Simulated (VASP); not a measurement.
Input of a VASP 6.6.1 run:

File INCAR:

```
SYSTEM = CdS
PREC     = Accurate       ! precision mode
ENCUT    = 520            ! plane-wave cutoff, eV
EDIFF    = 1E-6           ! SCF threshold, eV
ISMEAR   = 0              ! smearing method
SIGMA    = 0.02           ! smearing width, eV
LREAL    = .False.        ! projectors in reciprocal space
LASPH    = .True.         ! aspherical terms in the spheres
NELM     = 100            ! most SCF steps
ALGO     = Normal         ! electronic algorithm
ISIF     = 2              ! what is computed and relaxed
LWAVE    = .False.        ! write WAVECAR
LCHARG   = .False.        ! write CHGCAR
GGA      = PE             ! functional
NBANDS   = 16             ! bands
```

The input KPOINTS:

```
regular mesh
0
Gamma
  8 8 8
  0 0 0
```

File POSCAR:

```
CdS
1.0
    0.0000000000      2.9332776152      2.9332776152
    2.9332776152      0.0000000000      2.9332776152
    2.9332776152      2.9332776152      0.0000000000
Cd S
1 1
Direct
    0.0000000000      0.0000000000      0.0000000000
    0.2500000000      0.2500000000      0.2500000000
```

Potentials or basis: VASP PAW PBE potentials, release 64 (Cd, S).

Run with:

```sh
$ cat potpaw_PBE.64/Cd/POTCAR potpaw_PBE.64/S/POTCAR > POTCAR
$ mpirun -np 1 vasp_std > vasp.out
```

(1) Estimate the pressure.

(2) Predict the band gap on the k mesh.

## Answers

(1) 2.1 GPa.

(2) 1.11 eV, direct.
